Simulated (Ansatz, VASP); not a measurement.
## One calculation of Zr, two programs

```
CELL_PARAMETERS angstrom
3.23200 0.00000 0.00000
-1.61600 2.79899 0.00000
0.00000 0.00000 4.99259
ATOMIC_POSITIONS crystal
Zr 0.33333 0.66667 0.25000
Zr 0.66667 0.33333 0.75000
```

Change from the starting cell: zz strain of -3 %, PAW files.

Alike in both runs: task electric field gradients; functional PBE; k mesh 13 × 13 × 7; occupations fermi-dirac, width 0.08 eV; no spin polarisation.

```csv
,VASP,Ansatz
version,VASP 6.6.1,Ansatz 0.2.0
potentials or method,"VASP PAW PBE potentials, release 64 (Zr_sv)","PAW with Ansatz's default frozen-core files, scalar-relativistic"
plane-wave cutoff (eV),520,420
valence electrons in the cell,24,24
```

|  | VASP | Ansatz | Ansatz less VASP |
| --- | --- | --- | --- |
| pressure (GPa) | 3.7 | 3.7 | -0.01 |
| traceless stress, the component that is largest in VASP (GPa) | 2.60 | 2.60 | -0.001 |
| size of Vzz on the site where it differs most (V/Å²) | 60.6 | 60.7 | +0.08 |
